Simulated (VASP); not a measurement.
P, 2 atoms in the cell. The typed cell holds 2 atoms: a = 4.138 Å, b = 4.138 Å, c = 3.262 Å, α = 90.00°, β = 90.00°, γ = 144.23°. 

```yaml
Program: VASP 6.6.1
Task: single point
Functional: PBE
Potentials_or_basis: VASP PAW PBE potentials, release 64 (P)
Cutoff: 520 eV
k_mesh: 14 × 14 × 11
Occupations: fermi-dirac, width 0.1 eV
Spin: no spin polarisation
Dipole_correction: no
Further_INCAR_settings: ALGO = Normal; EDIFF = 1e-06; NBANDS = 12
```

Potentials or basis: VASP PAW PBE potentials, release 64 (P).

Run with:

```bash
$ cat potpaw_PBE.64/P/POTCAR > POTCAR
$ mpirun -np 1 vasp_std > vasp.out
```

Hardware: 1 thread of Intel(R) Xeon(R) 6975P-C (Granite Rapids), on a shared host.

Problem. How long does it take, and how much memory?

Solution. It took 60 s on 1 thread of Intel(R) Xeon(R) 6975P-C (Granite Rapids) (shared host), peak memory 0.29 GiB. Counts: scf iterations 12, k points 582.
